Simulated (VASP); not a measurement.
# SnO (P4/nmm) in VASP: further runs

Runs on SnO. Level: r2SCAN. Tasks: single point.

Program: VASP 6.6.1. These are calculated values, not measurements. Logs are shortened: lines on timing, memory, paths and dates and some standing lists are left out, and cuts for length are marked.

## Step 1: The cell of the first run

It takes space group P4/nmm (No. 129, tetragonal). Conventional cell: a = 3.579 Å, b = 3.579 Å, c = 5.538 Å, α = 90.00°, β = 90.00°, γ = 90.00°. Sn (site symmetry 4mm) has 4 O at 2.17 Å within 2.9 Å. O (site symmetry -4m2) has 4 Sn at 2.17 Å and 4 O at 2.53 Å within 2.9 Å.

## Step 2: Single point, r2SCAN (biaxial strain in the a-b plane: -6.0 %, then relaxed in part)

Contents of POSCAR:

```
SnO
1.0
    3.5793717692      0.0000000000      0.0000000000
    0.0000000000      3.5793717692      0.0000000000
    0.0000000000      0.0000000000      5.5378595727
Sn O
2 2
Direct
    0.0000000000      0.5000000000      0.2213370835
    0.5000000000      0.0000000000      0.7786629165
    0.5000000000      0.5000000000      0.0000000000
    0.0000000000      0.0000000000      0.0000000000
```

Contents of INCAR.step1:

```
PREC     = Accurate       # precision mode
ENCUT    = 520            # plane-wave cutoff, eV
ISMEAR   = 0              # smearing method
SIGMA    = 0.01           # smearing width, eV
LREAL    = False          # projectors in reciprocal space
LASPH    = True           # aspherical terms in the spheres
NELM     = 60             # most SCF steps
NBANDS   = 28             # bands
GGA      = PE             # functional
ALGO     = Normal         # electronic algorithm
EDIFF    = 1E-4           # SCF threshold, eV
LWAVE    = True           # write WAVECAR
LCHARG   = False          # write CHGCAR
```

Contents of INCAR.step2:

```
PREC     = Accurate       # precision mode
ENCUT    = 520            # plane-wave cutoff, eV
EDIFF    = 1E-6           # SCF threshold, eV
ISMEAR   = 0              # smearing method
SIGMA    = 0.01           # smearing width, eV
LREAL    = False          # projectors in reciprocal space
LASPH    = True           # aspherical terms in the spheres
NELM     = 60             # most SCF steps
ALGO     = Normal         # electronic algorithm
ISIF     = 2              # what is computed and relaxed
LWAVE    = False          # write WAVECAR
LCHARG   = False          # write CHGCAR
METAGGA  = R2SCAN         # meta-GGA
LMIXTAU  = True         
NBANDS   = 28             # bands
ISTART   = 1
```

Contents of KPOINTS:

```
Automatic mesh
0
Gamma
  10 10 8
```

Potentials or basis: VASP PAW PBE potentials, release 64 (Sn_d, O).

Command:

```sh
$ cat potpaw_PBE.64/Sn_d/POTCAR potpaw_PBE.64/O/POTCAR > POTCAR
$ cp INCAR.step1 INCAR
$ mpirun -np 1 vasp_std > vasp.out
$ cp INCAR.step2 INCAR
$ mpirun -np 1 vasp_std > vasp.out
```

OUTCAR:

```text
PREC = Accurate
   ENCUT = 520
   EDIFF = 1E-6
   ISMEAR = 0
   LREAL = False
   LASPH = True
   NELM = 60
   ISIF = 2
   METAGGA = R2SCAN
   ISTART = 1

 ion  position               nearest neighbor table
   1  0.000  0.500  0.221-   3 2.17   4 2.17   4 2.17   3 2.17   2 3.52   2 3.52   2 3.52   2 3.52

   2  0.500  0.000  0.779-   3 2.17   4 2.17   3 2.17   4 2.17   1 3.52   1 3.52   1 3.52   1 3.52

   3  0.500  0.500  0.000-   1 2.17   2 2.17   2 2.17   1 2.17
   4  0.000  0.000  0.000-   1 2.17   2 2.17   1 2.17   2 2.17

  LATTYP: Found a simple tetragonal cell.
 ALAT       =     3.5793717692
 C/A-ratio  =     1.5471596497

  Lattice vectors:

 A1 = (   3.5793717692,   0.0000000000,   0.0000000000)
 A2 = (   0.0000000000,   3.5793717692,   0.0000000000)
 A3 = (   0.0000000000,   0.0000000000,   5.5378595727)

Analysis of symmetry for initial positions (statically):
=====================================================================
 Subroutine PRICEL returns:
 Original cell was already a primitive cell.

 Routine SETGRP: Setting up the symmetry group for a
 simple tetragonal supercell.

 Subroutine GETGRP returns: Found 16 space group operations
 (whereof  8 operations were pure point group operations)
 out of a pool of 16 trial point group operations.

The static configuration has the point symmetry D_2d.
 The point group associated with its full space group is D_4h.

Analysis of symmetry for dynamics (positions and initial velocities):
=====================================================================
 Subroutine PRICEL returns:
 Original cell was already a primitive cell.

 Routine SETGRP: Setting up the symmetry group for a
 simple tetragonal supercell.

 Subroutine GETGRP returns: Found 16 space group operations
 (whereof  8 operations were pure point group operations)
 out of a pool of 16 trial point group operations.

The dynamic configuration has the point symmetry D_2d.
 The point group associated with its full space group is D_4h.

 Subroutine INISYM returns: Found 16 space group operations
 (whereof  8 operations are pure point group operations),
 and found     1 'primitive' translations

----------------------------------------------------------------------------------------

                                     Primitive cell
[... 92 lines left out ...]
   LASPH  =      T    aspherical Exc in radial PAW
   ENCUT  =  520.0 eV  38.22 Ry    6.18 a.u.   6.66  6.66 10.30*2*pi/ulx,y,z
   NELM   =     60;   NELMIN=  2; NELMDL=  0     # of ELM steps
   EDIFF  = 0.1E-05   stopping-criterion for ELM
   LREAL  =      F    real-space projection
   EDIFFG = 0.1E-04   stopping-criterion for IOM
   NSW    =      0    number of steps for IOM
   IBRION =     -1    ionic relax: 0-MD 1-quasi-New 2-CG
   NFREE  =      0    steps in history (QN), initial steepest desc. (CG)
   ISIF   =      2    stress and relaxation
   ISYM   =      2    0-nonsym 1-usesym 2-fastsym
   POTIM  = 0.5000    time-step for ionic-motion
   TEBEG  =    0.0;   TEEND  =   0.0 temperature during run
   PSTRESS=    0.0 pullay stress
   NELECT =      40.0000    total number of electrons
   NUPDOWN=      -1.0000    fix difference up-down
   EMIN   =  10.00;   EMAX   =-10.00  energy-range for DOS
   EFERMI =   0.00;   METHOD = LEGACY
   ISMEAR =     0;   SIGMA  =   0.01  broadening in eV -4-tet -1-fermi 0-gaus
   EFERMI_NEDOS =   21; number of points for ismear=-14 and -15
   IALGO  =     38    algorithm
   IMIX   =      4    mixing-type and parameters
     AMIX     =   0.40;   BMIX     =  1.00
     AMIX_MAG =   1.60;   BMIX_MAG =  1.00
  volume/ion in A,a.u.               =      17.74       119.70
  Fermi-wavevector in a.u.,A,eV,Ry     =   1.352414  2.555692 24.885375  1.829024
  Thomas-Fermi vector in A             =   2.479755
   LORBIT       =      0    0 simple, 1 ext, 2 COOP (PROOUT), +10 PAW based schemes
   METAGGA = R2SCAN    functional components
   LHFCALC =     F    Hartree Fock is set to
   AEXX    =    0.0000 exact exchange contribution
   IVDW    =     0    specifies the selected vdW correction
   LEPSILON=     F    determine dielectric tensor
   LRPA    =     F    only Hartree local field effects (RPA)
 non-spin polarized calculation
 Gauss-broadening in eV      SIGMA  =   0.01
  energy-cutoff  :      520.00
  volume of cell :       70.95
 maximum number of plane-waves:      1932
 NGX is ok and might be reduce to    28
   NGX = 13   NGY = 13   NGZ = 21

 number of electron      40.0000019 magnetization

 Free energy of the ion-electron system (eV)
  ---------------------------------------------------
  ext. energy  EPLUGINS =         0.00000000
  ---------------------------------------------------
  free energy    TOTEN  =       -66.55213606 eV

  energy without entropy =      -66.55213606  energy(sigma->0) =      -66.55213606

 E-fermi :   7.0861     XC(G=0): -10.7619

 val. band max:        6.9842470439   @ k =   0.0000   0.0000   0.0000
 cond. band min:       7.7071192221   @ k =   0.5000   0.5000   0.0000
 fundamental gap:      0.7228721782
 Fermi energy:         7.0860549683

 k-point     1 :       0.0000    0.0000    0.0000
  band No.  band energies     occupation
      1     -15.9794      2.00000
      2     -15.3739      2.00000
      3     -15.2646      2.00000
      4     -15.2608      2.00000
      5     -15.2608      2.00000
      6     -15.2191      2.00000
[... 733 lines left out ...]
     27      15.5753      0.00000
     28      18.4532      0.00000

 [... further k-points ...]

------------------------ aborting loop because EDIFF is reached ----------------------------------------

  FORCE on cell =-STRESS in cart. coord.  units (eV):
  Direction    XX          YY          ZZ          XY          YZ          ZX
  --------------------------------------------------------------------------------------
  -------------------------------------------------------------------------------------
  Total        5.6179335      5.6179335      0.3247220      0.0000000      0.0000000      0.0000000
  in kB      126.8620189    126.8620189      7.3327487      0.0000000      0.0000000      0.0000000
  external PRESSURE =      87.0189288 kB  Pullay stress =       0.0000000 kB

 VOLUME and BASIS-vectors are now :
 -----------------------------------------------------------------------------
  energy-cutoff  :      520.00
  volume of cell :       70.95
      direct lattice vectors                 reciprocal lattice vectors
     3.579371769  0.000000000  0.000000000     0.279378635  0.000000000  0.000000000
     0.000000000  3.579371769  0.000000000     0.000000000  0.279378635  0.000000000
     0.000000000  0.000000000  5.537859573     0.000000000  0.000000000  0.180575182

 POSITION                                       TOTAL-FORCE (eV/Angst)
 -----------------------------------------------------------------------------------
      0.00000      1.78969      1.22573        -0.000000      0.000000      0.169382
      1.78969      0.00000      4.31213         0.000000      0.000000     -0.169382
      1.78969      1.78969      0.00000        -0.000000      0.000000      0.000000
      0.00000      0.00000      0.00000        -0.000000     -0.000000      0.000000
 -----------------------------------------------------------------------------------
    total drift:                                0.000000      0.000000     -0.000000

  FREE ENERGIE OF THE ION-ELECTRON SYSTEM (eV)
  ---------------------------------------------------
  free  energy   TOTEN  =       -66.5521360592 eV

  energy  without entropy=      -66.5521360592  energy(sigma->0) =      -66.55213606
```

Run time: 4.6 min. Hardware: 1 thread of Intel Xeon 6975P-C (Granite Rapids), shared host; peak memory 0.3 GiB.

What came out:

```
Free energy            : -66.5521 eV
Pressure               : 8.7 GPa
Largest force          : 0.169 eV/Å
Band gap on the k mesh : 0.72 eV (least direct gap 2.70 eV)
```

Forces on the atoms (eV/Å):
```
Sn   0.000  0.000  0.169
Sn   0.000  0.000 -0.169
O    0.000  0.000  0.000
O    0.000  0.000  0.000
```

Caveat: the cell differs from its parent crystal (biaxial strain in the a-b plane: -6.0 %, then relaxed in part); the stress differs along the axes, from 1 to 13 GPa; semilocal functionals underestimate gaps, and a narrow one can read as zero; the PAW data sets were made with another functional, which shifts forces and pressure a little; spin-orbit coupling is left out, which moves the levels of the heavy elements. A k mesh can miss the band edges.

(Part 1 of 2 ends here.)
